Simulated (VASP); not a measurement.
# MgW (Cmmm) in VASP: a series of runs

The runs below take MgW through single point, relaxation of cell and atoms, with PBE.

Everything below comes from runs of VASP 6.6.1. Logs are shortened: lines on timing, memory, paths and dates and some standing lists are left out, and cuts for length are marked.

### Step 1. The cell of the first run

The structure is orthorhombic, space group Cmmm (No. 65). Conventional cell: a = 5.684 Å, b = 7.543 Å, c = 3.250 Å, α = 90.00°, β = 90.00°, γ = 90.00°. Mg (site symmetry mmm) has 2 W at 2.84 Å and 2 Mg at 3.25 Å within 3.7 Å. Within 3.7 Å of W (site symmetry mmm) lie 2 Mg at 2.84 Å and 2 W at 3.25 Å.

### Step 2. Single point, PBE

File INCAR:

```
ALGO = Normal ; EDIFF = 1E-6
ENCUT = 520 ; GGA = PE
ISIF = 2 ; ISMEAR = 0
LASPH = T ; LCHARG = F
LREAL = F ; LWAVE = F
NBANDS = 15 ; NELM = 80
PREC = Accurate ; SIGMA = 0.1
```

File KPOINTS:

```
k-points
0
Gamma
  4 4 6
```

File POSCAR:

```
MgW
1.0
    2.8418342000     -3.7716452900      0.0000000000
    2.8418342000      3.7716452900      0.0000000000
    0.0000000000      0.0000000000      3.2504928100
Mg W
1 1
Direct
    0.5000000000      0.5000000000      0.0000000000
    0.0000000000      0.0000000000      0.0000000000
```

Potentials or basis: VASP PAW PBE potentials, release 64 (Mg, W_sv).

On the command line:

```bash
$ cat potpaw_PBE.64/Mg/POTCAR potpaw_PBE.64/W_sv/POTCAR > POTCAR
$ mpirun -np 1 vasp_std > vasp.out
```

OUTCAR:

```text
EDIFF = 1E-6
   ENCUT = 520
   GGA = PE
   ISIF = 2
   ISMEAR = 0
   LASPH = T
   LREAL = F
   NELM = 80
   PREC = Accurate

 ion  position               nearest neighbor table
   1  0.500  0.500  0.000-   2 2.84   2 2.84
   2  0.000  0.000  0.000-   1 2.84   1 2.84

  LATTYP: Found a base centered orthorhombic cell.
 ALAT       =     5.6836684000
 B/A-ratio  =     1.3271869590
 C/A-ratio  =     0.5719005018

  Lattice vectors:

 A1 = (   2.8418342000,  -3.7716452900,   0.0000000000)
 A2 = (   2.8418342000,   3.7716452900,   0.0000000000)
 A3 = (   0.0000000000,   0.0000000000,   3.2504928100)

Analysis of symmetry for initial positions (statically):
=====================================================================
 Subroutine PRICEL returns:
 Original cell was already a primitive cell.

 Routine SETGRP: Setting up the symmetry group for a
 base centered orthorhombic supercell.

 Subroutine GETGRP returns: Found  8 space group operations
 (whereof  8 operations were pure point group operations)
 out of a pool of  8 trial point group operations.

The static configuration has the point symmetry D_2h.

Analysis of symmetry for dynamics (positions and initial velocities):
=====================================================================
 Subroutine PRICEL returns:
 Original cell was already a primitive cell.

 Routine SETGRP: Setting up the symmetry group for a
 base centered orthorhombic supercell.

 Subroutine GETGRP returns: Found  8 space group operations
 (whereof  8 operations were pure point group operations)
 out of a pool of  8 trial point group operations.

The dynamic configuration has the point symmetry D_2h.

 Subroutine INISYM returns: Found  8 space group operations
 (whereof  8 operations are pure point group operations),
 and found     1 'primitive' translations

----------------------------------------------------------------------------------------

                                     Primitive cell

  volume of cell :      69.6801

  direct lattice vectors                    reciprocal lattice vectors
     2.841834200 -3.771645290  0.000000000     0.175942706 -0.132568140  0.000000000
     2.841834200  3.771645290  0.000000000     0.175942706  0.132568140  0.000000000
     0.000000000  0.000000000  3.250492810     0.000000000  0.000000000  0.307645658

  length of vectors
     4.722428381  4.722428381  3.250492810     0.220295591  0.220295591  0.307645658

  position of ions in fractional coordinates (direct lattice)
[... 84 lines left out ...]
   NFREE  =      0    steps in history (QN), initial steepest desc. (CG)
   ISIF   =      2    stress and relaxation
   ISYM   =      2    0-nonsym 1-usesym 2-fastsym
   POTIM  = 0.5000    time-step for ionic-motion
   TEBEG  =    0.0;   TEEND  =   0.0 temperature during run
   PSTRESS=    0.0 pullay stress
   NELECT =      16.0000    total number of electrons
   NUPDOWN=      -1.0000    fix difference up-down
   EMIN   =  10.00;   EMAX   =-10.00  energy-range for DOS
   EFERMI =   0.00;   METHOD = LEGACY
   ISMEAR =     0;   SIGMA  =   0.10  broadening in eV -4-tet -1-fermi 0-gaus
   EFERMI_NEDOS =   21; number of points for ismear=-14 and -15
   IALGO  =     38    algorithm
   IMIX   =      4    mixing-type and parameters
     AMIX     =   0.40;   BMIX     =  1.00
     AMIX_MAG =   1.60;   BMIX_MAG =  1.00
  volume/ion in A,a.u.               =      34.84       235.11
  Fermi-wavevector in a.u.,A,eV,Ry     =   1.002487  1.894425 13.673574  1.004979
  Thomas-Fermi vector in A             =   2.134977
   LORBIT       =      0    0 simple, 1 ext, 2 COOP (PROOUT), +10 PAW based schemes
   GGA     = PE    functional components
   LHFCALC =     F    Hartree Fock is set to
   AEXX    =    0.0000 exact exchange contribution
   IVDW    =     0    specifies the selected vdW correction
   LEPSILON=     F    determine dielectric tensor
   LRPA    =     F    only Hartree local field effects (RPA)
 non-spin polarized calculation
 Gauss-broadening in eV      SIGMA  =   0.10
  energy-cutoff  :      520.00
  volume of cell :       69.68
 maximum number of plane-waves:      1892
   NGX = 17   NGY = 17   NGZ = 13

 number of electron      15.9999997 magnetization

 Free energy of the ion-electron system (eV)
  ---------------------------------------------------
  ext. energy  EPLUGINS =         0.00000000
  ---------------------------------------------------
  free energy    TOTEN  =        -8.45766594 eV

  energy without entropy =       -8.44671806  energy(sigma->0) =       -8.45219200

 E-fermi :   1.4829     XC(G=0):  -8.3119

 val. band max:        1.4826463911   @ k =  -0.2500   0.2500   0.5000
 cond. band min:       1.5167925725   @ k =   0.2500   0.2500   0.3333
 fundamental gap:      0.0341461814
 Fermi energy:         1.4829071669

 k-point     1 :       0.0000    0.0000    0.0000
  band No.  band energies     occupation
      1     -72.7777      2.00000
      2     -37.0025      2.00000
      3     -36.8349      2.00000
      4     -36.7602      2.00000
      5      -3.6399      2.00000
      6      -0.2071      2.00000
      7       0.7858      2.00000
      8       1.1623      1.99999
      9       2.8023      0.00000
     10       2.8642      0.00000
     11       3.3047      0.00000
     12       4.8171      0.00000
     13       4.9984      0.00000
     14       7.4627      0.00000
[... 401 lines left out ...]
      2     -36.9902      2.00000
      3     -36.9811      2.00000
      4     -36.7476      2.00000
      5      -0.0829      2.00000
      6       0.3052      2.00000
      7       0.8872      2.00000
      8       1.3243      1.97510
      9       2.0155      0.00000
     10       2.2025      0.00000
     11       2.9793      0.00000
     12       4.5632      0.00000
     13       5.3716      0.00000
     14       7.7226      0.00000
     15       8.1322      0.00000

 [... further k-points ...]
[... 5 lines left out ...]
  --------------------------------------------------------------------------------------
  -------------------------------------------------------------------------------------
  Total       -2.2941105     -5.5029686     -9.8201414     -0.0000000      0.0000000      0.0000000
  in kB      -52.7492310   -126.5315512   -225.7977124     -0.0000000      0.0000000      0.0000000
  external PRESSURE =    -135.0261649 kB  Pullay stress =       0.0000000 kB

 VOLUME and BASIS-vectors are now :
 -----------------------------------------------------------------------------
  energy-cutoff  :      520.00
  volume of cell :       69.68
      direct lattice vectors                 reciprocal lattice vectors
     2.841834200 -3.771645290  0.000000000     0.175942706 -0.132568140  0.000000000
     2.841834200  3.771645290  0.000000000     0.175942706  0.132568140  0.000000000
     0.000000000  0.000000000  3.250492810     0.000000000  0.000000000  0.307645658

 POSITION                                       TOTAL-FORCE (eV/Angst)
 -----------------------------------------------------------------------------------
      2.84183      0.00000      0.00000         0.000000      0.000000      0.000000
      0.00000      0.00000      0.00000        -0.000000     -0.000000      0.000000
 -----------------------------------------------------------------------------------
    total drift:                               -0.000000     -0.000000     -0.000000

  FREE ENERGIE OF THE ION-ELECTRON SYSTEM (eV)
  ---------------------------------------------------
  free  energy   TOTEN  =        -8.4576659374 eV

  energy  without entropy=       -8.4467180611  energy(sigma->0) =       -8.45219200
```

OSZICAR:

```text
N       E                     dE             d eps       ncg     rms          rms(c)
DAV:   1     0.812486291239E+02    0.81249E+02   -0.77157E+03   888   0.960E+02
DAV:   2    -0.665788095480E+01   -0.87907E+02   -0.83698E+02  1015   0.244E+02
DAV:   3    -0.911314228863E+01   -0.24553E+01   -0.22540E+01  1036   0.370E+01
DAV:   4    -0.914994314397E+01   -0.36801E-01   -0.36699E-01   952   0.498E+00
DAV:   5    -0.915052076408E+01   -0.57762E-03   -0.57760E-03  1092   0.687E-01    0.617E+00
DAV:   6    -0.856448518680E+01    0.58604E+00   -0.19171E+00   875   0.108E+01    0.166E+00
DAV:   7    -0.847894034715E+01    0.85545E-01   -0.14532E-01   875   0.281E+00    0.956E-01
DAV:   8    -0.845819574645E+01    0.20745E-01   -0.25966E-02   966   0.121E+00    0.318E-01
DAV:   9    -0.845764875595E+01    0.54699E-03   -0.33786E-03   966   0.396E-01    0.139E-01
DAV:  10    -0.845765949831E+01   -0.10742E-04   -0.26293E-04   959   0.149E-01    0.340E-02
DAV:  11    -0.845766562554E+01   -0.61272E-05   -0.21304E-05   981   0.372E-02    0.592E-03
DAV:  12    -0.845766593740E+01   -0.31186E-06   -0.10954E-06   863   0.748E-03
   1 F= -.84576659E+01 E0= -.84521920E+01  d E =-.109479E-01
```

Wall time 15 s (1 thread of Intel Xeon Platinum 8259CL at 2.50GHz (Skylake/Cascade Lake), shared host); peak memory 0.19 GiB.

Results:

```yaml
Free_energy: -8.4577 eV
Pressure: -13.5 GPa
Band_gap_on_the_k_mesh: zero (band 8 reaches 2.05 eV, above the bottom of band 9 at 1.34 eV)
```

Stress tensor (GPa, compression positive):
```
 -5.27   0.00   0.00
  0.00 -12.65   0.00
  0.00   0.00 -22.58
```

Levels at points of the mesh, in eV from the Fermi level:
```tsv
k point	band 6	band 7	band 8	band 9	band 10	band 11
(0.00, 0.00, 0.00)	-1.69	-0.70	-0.32	1.32	1.38	1.82
(0.50, 0.00, 0.00)	-2.74	-1.28	-0.82	0.38	1.24	1.36
(0.50, 0.50, 0.00)	-2.03	-0.79	0.06	0.22	0.37	1.26
(0.00, 0.00, 0.50)	-0.83	-0.50	-0.48	-0.05	0.17	3.49
(0.50, 0.00, 0.50)	-1.18	-0.60	-0.16	0.53	0.72	1.50
(0.50, 0.50, 0.50)	-1.08	-1.06	0.57	0.68	1.07	2.05
```

Caveat: spin-orbit coupling is left out, which moves the levels of the heavy elements.

### Step 3. Relaxation of cell and atoms, PBE

File INCAR:

```
SYSTEM = MgW
PREC = Accurate
ENCUT = 600
EDIFF = 1E-6
ISMEAR = 0
SIGMA = 0.1
LREAL = .False.
LASPH = .True.
NELM = 60
ALGO = Normal
ISIF = 3
LWAVE = .False.
LCHARG = .False.
GGA = PE
IBRION = 2
NSW = 90
EDIFFG = -0.04
```

File KPOINTS:

```
regular mesh
0
Gamma
  4 4 6
  0 0 0
```

POSCAR is that of step 2.

Potentials or basis: VASP PAW PBE potentials, release 64 (Mg, W_sv).

On the command line:

```bash
$ cat potpaw_PBE.64/Mg/POTCAR potpaw_PBE.64/W_sv/POTCAR > POTCAR
$ mpirun -np 1 vasp_std > vasp.out
```

Wall time 2.3 min (1 thread of Intel Xeon Platinum 8259CL at 2.50GHz (Skylake/Cascade Lake), shared host); peak memory 0.24 GiB.

Results (log left out):

```
Free energy                            : -11.5176 eV
Relaxed volume                         : 19.21 Å³/atom
Relaxed cell                           : a = 3.870 Å, b = 3.870 Å, c = 2.565 Å, α = 90.00°, β = 90.00°, γ = 90.00°
Space group after relaxing (to 0.05 Å) : P4/mmm (No. 123)
Energy gained by relaxing              : 1530.0 meV/atom
Ionic steps                            : 11
Pressure after relaxing                : 0.0 GPa
Band gap on the k mesh                 : zero (band 8 reaches 7.75 eV, above the bottom of band 9 at 5.42 eV)
```

Stress tensor (GPa, compression positive):
```
-0.06  0.00  0.00
 0.00 -0.04  0.00
 0.00  0.00  0.13
```

Step by step:
| step | energy change (eV) | largest force (eV/Å) | pressure (GPa) | volume (Å³) |
| --- | --- | --- | --- | --- |
| 1 | 0.0000 | 0.0000 | -13.48 | 69.68 |
| 2 | -2.4409 | 0.0000 | -0.82 | 43.60 |
| 3 | -2.4411 | 0.0000 | -1.00 | 43.67 |
| 4 | -2.9757 | 0.0000 | 0.49 | 39.20 |
| 5 | -3.0230 | 0.0000 | 2.60 | 37.98 |
| 6 | -2.9923 | 0.0000 | -3.06 | 39.32 |
| 7 | -3.0584 | 0.0000 | -0.34 | 38.54 |
| 8 | -3.0585 | 0.0000 | -0.25 | 38.52 |
| 9 | -3.0585 | 0.0000 | -0.18 | 38.51 |
| 10 | -3.0598 | 0.0000 | 0.09 | 38.39 |
| 11 | -3.0599 | 0.0000 | 0.01 | 38.41 |

Final structure:
```cif
data_structure
_symmetry_space_group_name_H-M 'P 1'
_symmetry_Int_Tables_number 1
_cell_length_a 3.8698
_cell_length_b 3.8698
_cell_length_c 2.5650
_cell_angle_alpha 90.000
_cell_angle_beta 90.000
_cell_angle_gamma 90.003
_cell_volume 38.41
loop_
_atom_site_label
_atom_site_type_symbol
_atom_site_fract_x
_atom_site_fract_y
_atom_site_fract_z
_atom_site_occupancy
Mg1 Mg 0.50000 0.50000 0.00000 1
W1 W 0.00000 0.00000 0.00000 1
```

Levels at points of the mesh, in eV from the Fermi level:
```csv
k point,band 4,band 5,band 6,band 7,band 8,band 9,band 10,band 11,band 12
"(0.00, 0.00, 0.00)",-37.36,-7.70,-3.68,-2.49,-0.49,2.74,2.74,3.61,3.61
"(0.50, 0.00, 0.00)",-37.36,-5.65,-4.30,-3.24,-1.65,0.65,3.33,3.65,5.64
"(0.50, 0.50, 0.00)",-37.36,-4.50,-4.42,-1.64,-1.64,-0.06,1.00,3.36,4.14
"(0.00, 0.00, 0.50)",-37.91,-2.86,-2.16,-2.16,-1.23,-0.42,0.77,8.24,8.24
"(0.50, 0.00, 0.50)",-37.91,-3.74,-1.95,-1.34,0.17,1.81,1.83,1.94,3.99
"(0.50, 0.50, 0.50)",-37.93,-3.22,-3.22,-1.05,1.91,1.94,1.96,3.68,3.68
```

Caveat: the volume moved by over 15 % at a fixed basis, so the end points are rough; spin-orbit coupling is left out, which moves the levels of the heavy elements.
